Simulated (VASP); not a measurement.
# Ru (Im-3m) in VASP: notebook

The runs below take Ru through single point, relaxation of cell and atoms, with PBE.

All numbers are computed with VASP 6.6.1; they aren't measurements. Logs are shortened: lines on timing, memory, paths and dates and some standing lists are left out, and cuts for length are marked.

**1. The cell of the first run**

Symmetry: Im-3m, No. 229, cubic system. Conventional cell: a = 2.696 Å, b = 2.696 Å, c = 2.696 Å, α = 90.00°, β = 90.00°, γ = 90.00°. Within 3.1 Å of Ru (site symmetry m-3m) lie 14 Ru at 2.33 to 2.70 Å.

This isn't the form of Ru at room conditions, which is hcp.

**2. Single point, PBE**

INCAR reads:

```
SYSTEM = Ru
PREC = Accurate
ENCUT = 520
EDIFF = 1E-7
ISMEAR = -1
SIGMA = 0.05
LREAL = .FALSE.
LASPH = .TRUE.
NELM = 80
ALGO = Normal
ISIF = 2
LWAVE = .FALSE.
LCHARG = .TRUE.
GGA = PE
LELF = .TRUE.
LVHAR = .TRUE.
NBANDS = 13
```

KPOINTS reads:

```
Automatic mesh
0
G
  20 20 20
  0 0 0
```

POSCAR reads:

```
Ru
1.0
   -1.3479271861      1.3479271861      1.3479271861
    1.3479271861     -1.3479271861      1.3479271861
    1.3479271861      1.3479271861     -1.3479271861
Ru
1
Direct
    0.0000000000      0.0000000000      0.0000000000
```

Potentials or basis: VASP PAW PBE potentials, release 64 (Ru_pv).

Command:

```console
cat potpaw_PBE.64/Ru_pv/POTCAR > POTCAR
mpirun -np 1 vasp_std > vasp.out
```

OUTCAR:

```text
SYSTEM = Ru
   PREC = Accurate
   ENCUT = 520
   EDIFF = 1E-7
   ISMEAR = -1
   LREAL = .FALSE.
   LASPH = .TRUE.
   NELM = 80
   ISIF = 2
   GGA = PE

 ion  position               nearest neighbor table
   1  0.000  0.000  0.000-

  LATTYP: Found a body centered cubic cell.
 ALAT       =     2.6958543722

  Lattice vectors:

 A1 = (  -1.3479271861,   1.3479271861,   1.3479271861)
 A2 = (   1.3479271861,  -1.3479271861,   1.3479271861)
 A3 = (   1.3479271861,   1.3479271861,  -1.3479271861)

Analysis of symmetry for initial positions (statically):
=====================================================================
 Subroutine PRICEL returns:
 Original cell was already a primitive cell.

 Routine SETGRP: Setting up the symmetry group for a
 body centered cubic supercell.

 Subroutine GETGRP returns: Found 48 space group operations
 (whereof 48 operations were pure point group operations)
 out of a pool of 48 trial point group operations.

The static configuration has the point symmetry O_h .

Analysis of symmetry for dynamics (positions and initial velocities):
=====================================================================
 Subroutine PRICEL returns:
 Original cell was already a primitive cell.

 Routine SETGRP: Setting up the symmetry group for a
 body centered cubic supercell.

 Subroutine GETGRP returns: Found 48 space group operations
 (whereof 48 operations were pure point group operations)
 out of a pool of 48 trial point group operations.

The dynamic configuration has the point symmetry O_h .

 Subroutine INISYM returns: Found 48 space group operations
 (whereof 48 operations are pure point group operations),
 and found     1 'primitive' translations

----------------------------------------------------------------------------------------

                                     Primitive cell

  volume of cell :       9.7962

  direct lattice vectors                    reciprocal lattice vectors
    -1.347927186  1.347927186  1.347927186     0.000000000  0.370939918  0.370939918
     1.347927186 -1.347927186  1.347927186     0.370939918  0.000000000  0.370939918
     1.347927186  1.347927186 -1.347927186     0.370939918  0.370939918  0.000000000

  length of vectors
     2.334678371  2.334678371  2.334678371     0.524588263  0.524588263  0.524588263

  position of ions in fractional coordinates (direct lattice)
     0.000000000  0.000000000  0.000000000

  ion indices of the primitive-cell ions
   primitive index   ion index
                 1           1

----------------------------------------------------------------------------------------

 KPOINTS: Automatic mesh

Automatic generation of k-mesh.
 Grid dimensions read from file:
 generate k-points for:   20   20   20

 Generating k-lattice:

  Cartesian coordinates                     Fractional coordinates (reciprocal lattice)
     0.000000000  0.018546996  0.018546996     0.050000000  0.000000000  0.000000000
     0.018546996  0.000000000  0.018546996     0.000000000  0.050000000  0.000000000
     0.018546996  0.018546996  0.000000000     0.000000000  0.000000000  0.050000000

  Length of vectors
     0.026229413  0.026229413  0.026229413

  Shift w.r.t. Gamma in fractional coordinates (k-lattice)
     0.000000000  0.000000000  0.000000000

 Subroutine IBZKPT returns following result:
 ===========================================

 Found    256 irreducible k-points:

 Following reciprocal coordinates:
            Coordinates               Weight
  0.000000  0.000000  0.000000      1.000000
  0.050000  0.000000  0.000000     12.000000
  0.100000  0.000000  0.000000     12.000000
  0.150000  0.000000  0.000000     12.000000
  0.200000  0.000000  0.000000     12.000000
  0.250000  0.000000  0.000000     12.000000
[... 16 lines left out ...]
  0.200000  0.100000 -0.000000     48.000000
  0.250000  0.100000  0.000000     48.000000
 [... further k-points ...]
   k-points           NKPTS =    256   k-points in BZ     NKDIM =    256   number of bands    NBANDS=     13
   number of dos      NEDOS =    301   number of ions     NIONS =      1
   total plane-waves  NPLWV =   5832
   dimension x,y,z NGX =    18 NGY =   18 NGZ =   18
   dimension x,y,z NGXF=    36 NGYF=   36 NGZF=   36
   ions per type =               1
   NGX,Y,Z   is equivalent  to a cutoff of  12.82, 12.82, 12.82 a.u.
   NGXF,Y,Z  is equivalent  to a cutoff of  25.63, 25.63, 25.63 a.u.
 SYSTEM =  Ru
   PREC   = accura    normal or accurate (medium, high low for compatibility)
   ISTART =      0    job   : 0-new  1-cont  2-samecut
   ICHARG =      2    charge: 1-file 2-atom 10-const
   ISPIN  =      1    spin polarized calculation?
   LNONCOLLINEAR =      F non collinear calculations
   LSORBIT =      F    spin-orbit coupling
   LASPH  =      T    aspherical Exc in radial PAW
   ENCUT  =  520.0 eV  38.22 Ry    6.18 a.u.   4.34  4.34  4.34*2*pi/ulx,y,z
   NELM   =     80;   NELMIN=  2; NELMDL= -5     # of ELM steps
   EDIFF  = 0.1E-06   stopping-criterion for ELM
   LREAL  =      F    real-space projection
   EDIFFG = 0.1E-05   stopping-criterion for IOM
   NSW    =      0    number of steps for IOM
   IBRION =     -1    ionic relax: 0-MD 1-quasi-New 2-CG
   NFREE  =      0    steps in history (QN), initial steepest desc. (CG)
   ISIF   =      2    stress and relaxation
   ISYM   =      2    0-nonsym 1-usesym 2-fastsym
   POTIM  = 0.5000    time-step for ionic-motion
   TEBEG  =    0.0;   TEEND  =   0.0 temperature during run
   PSTRESS=    0.0 pullay stress
   NELECT =      14.0000    total number of electrons
   NUPDOWN=      -1.0000    fix difference up-down
   EMIN   =  10.00;   EMAX   =-10.00  energy-range for DOS
   EFERMI =   0.00;   METHOD = LEGACY
   ISMEAR =    -1;   SIGMA  =   0.05  broadening in eV -4-tet -1-fermi 0-gaus
   EFERMI_NEDOS =   21; number of points for ismear=-14 and -15
   IALGO  =     38    algorithm
   IMIX   =      4    mixing-type and parameters
     AMIX     =   0.40;   BMIX     =  1.00
     AMIX_MAG =   1.60;   BMIX_MAG =  1.00
  volume/ion in A,a.u.               =       9.80        66.11
  Fermi-wavevector in a.u.,A,eV,Ry     =   1.844015  3.484683 46.265125  3.400391
  Thomas-Fermi vector in A             =   2.895584
   LORBIT       =      0    0 simple, 1 ext, 2 COOP (PROOUT), +10 PAW based schemes
   GGA     = PE    functional components
   LHFCALC =     F    Hartree Fock is set to
   AEXX    =    0.0000 exact exchange contribution
   IVDW    =     0    specifies the selected vdW correction
   LEPSILON=     F    determine dielectric tensor
   LRPA    =     F    only Hartree local field effects (RPA)
 non-spin polarized calculation
  energy-cutoff  :      520.00
  volume of cell :        9.80
 maximum number of plane-waves:       276
 NGX is ok and might be reduce to    18
   NGX =  9   NGY =  9   NGZ =  9

 number of electron      13.9999994 magnetization

 Free energy of the ion-electron system (eV)
  ---------------------------------------------------
  ext. energy  EPLUGINS =         0.00000000
  ---------------------------------------------------
  free energy    TOTEN  =        -6.14223816 eV

  energy without entropy =       -6.13195920  energy(sigma->0) =       -6.13709868

 E-fermi :  19.9729     XC(G=0): -16.2300

 val. band max:       19.9691912461   @ k =   0.3000   0.1000   0.1000
 cond. band min:      19.9757449858   @ k =   0.2000   0.0500   0.0500
 fundamental gap:      0.0065537397
 Fermi energy:        19.9728807866

 k-point     1 :       0.0000    0.0000    0.0000
  band No.  band energies     occupation
      1     -22.6259      2.00000
      2     -22.6259      2.00000
      3     -22.6259      2.00000
      4      10.0316      2.00000
      5      15.3494      2.00000
      6      15.3494      2.00000
      7      15.3494      2.00000
      8      19.6741      1.99493
      9      19.6741      1.99493
     10      30.1896      0.00000
     11      36.8956      0.00000
     12      36.8956      0.00000
     13      36.8956      0.00000

 k-point     2 :       0.0500    0.0000    0.0000
  band No.  band energies     occupation
      1     -22.7076      2.00000
      2     -22.6500      2.00000
      3     -22.6269      2.00000
      4      10.1966      2.00000
      5      15.2575      2.00000
      6      15.3421      2.00000
      7      15.5049      2.00000
      8      19.5300      1.99972
      9      19.6756      1.99478
     10      30.1896      0.00000
     11      37.0259      0.00000
     12      37.1657      0.00000
     13      37.2548      0.00000

 k-point     3 :       0.1000    0.0000    0.0000
  band No.  band energies     occupation
      1     -22.9416      2.00000
      2     -22.7196      2.00000
      3     -22.6298      2.00000
      4      10.6560      2.00000
      5      14.9992      2.00000
      6      15.3151      2.00000
      7      15.9652      2.00000
      8      19.1969      2.00000
      9      19.6856      1.99363
     10      30.1895      0.00000
     11      37.3665      0.00000
     12      37.9572      0.00000
     13      38.2058      0.00000

 k-point     4 :       0.1500    0.0000    0.0000
  band No.  band energies     occupation
      1     -23.2975      2.00000
      2     -22.8265      2.00000
      3     -22.6343      2.00000
      4      11.2800      2.00000
      5      14.6193      2.00000
      6      15.2997      2.00000
      7      16.7128      2.00000
      8      18.8939      2.00000
      9      19.7184      1.98776
     10      30.1894      0.00000
     11      37.7462      0.00000
     12      39.2203      0.00000
     13      39.3976      0.00000

 k-point     5 :       0.2000    0.0000    0.0000
  band No.  band energies     occupation
      1     -23.7325      2.00000
      2     -22.9592      2.00000
      3     -22.6400      2.00000
      4      11.7787      2.00000
      5      14.1737      2.00000
      6      15.5037      2.00000
      7      17.7172      2.00000
      8      18.7956      2.00000
      9      19.7900      1.94974
     10      30.1893      0.00000
     11      37.8495      0.00000
     12      40.2891      0.00000
     13      40.8900      0.00000
[... 257 lines left out ...]
 k-point    22 :       0.1500    0.1000    0.0000
  band No.  band energies     occupation
      1     -23.8694      2.00000
      2     -22.9604      2.00000
      3     -22.7305      2.00000
      4      12.1800      2.00000
      5      14.2782      2.00000
      6      14.7834      2.00000
      7      18.4264      2.00000
      8      18.5616      2.00000
      9      20.1226      0.09536
     10      30.1893      0.00000
     11      38.5865      0.00000
     12      39.9190      0.00000
     13      40.9892      0.00000

 k-point    23 :       0.2000    0.1000   -0.0000
  band No.  band energies     occupation
      1     -24.2793      2.00000
      2     -23.1228      2.00000
      3     -22.7454      2.00000
      4      12.2566      2.00000
      5      13.8181      2.00000
      6      15.3374      2.00000
      7      18.5265      2.00000
      8      19.8721      1.76485
      9      20.3990      0.00040
     10      30.1893      0.00000
     11      38.0704      0.00000
     12      40.0216      0.00000
     13      42.2538      0.00000

 k-point    24 :       0.2500    0.1000    0.0000
  band No.  band energies     occupation
      1     -24.6754      2.00000
      2     -23.2886      2.00000
      3     -22.7568      2.00000
      4      11.9275      2.00000
      5      13.4068      2.00000
      6      16.3339      2.00000
      7      18.8283      2.00000
      8      20.4747      0.00009
      9      21.5603      0.00000
     10      30.1891      0.00000
     11      37.0248      0.00000
     12      39.4547      0.00000
     13      43.9626      0.00000

 [... further k-points ...]

------------------------ aborting loop because EDIFF is reached ----------------------------------------

  FORCE on cell =-STRESS in cart. coord.  units (eV):
  Direction    XX          YY          ZZ          XY          YZ          ZX
  --------------------------------------------------------------------------------------
  -------------------------------------------------------------------------------------
  Total       15.4473332     15.4473332     15.4473332     -0.0000000      0.0000000     -0.0000000
  in kB     2526.4156764   2526.4156764   2526.4156764     -0.0000000      0.0000000     -0.0000000
  external PRESSURE =    2526.4156764 kB  Pullay stress =       0.0000000 kB

 VOLUME and BASIS-vectors are now :
 -----------------------------------------------------------------------------
  energy-cutoff  :      520.00
  volume of cell :        9.80
      direct lattice vectors                 reciprocal lattice vectors
    -1.347927186  1.347927186  1.347927186     0.000000000  0.370939918  0.370939918
     1.347927186 -1.347927186  1.347927186     0.370939918  0.000000000  0.370939918
     1.347927186  1.347927186 -1.347927186     0.370939918  0.370939918  0.000000000

 POSITION                                       TOTAL-FORCE (eV/Angst)
 -----------------------------------------------------------------------------------
      0.00000      0.00000      0.00000         0.000000      0.000000     -0.000000
 -----------------------------------------------------------------------------------
    total drift:                                0.000000     -0.000000     -0.000000

  FREE ENERGIE OF THE ION-ELECTRON SYSTEM (eV)
  ---------------------------------------------------
  free  energy   TOTEN  =        -6.1422381592 eV

  energy  without entropy=       -6.1319592047  energy(sigma->0) =       -6.13709868
```

It took 38 s on 1 thread of Intel Xeon 8259CL, shared host; peak memory 0.14 GiB.

What came out:

| Item | Value |
| --- | --- |
| Free energy | -6.1422 eV |
| Pressure | 252.6 GPa |
| Band gap on the k mesh | zero (bands 7 and 8 overlap by 6.59 eV) |

Caveat: the cell stands under pressure.

[end of part 1 of 2]
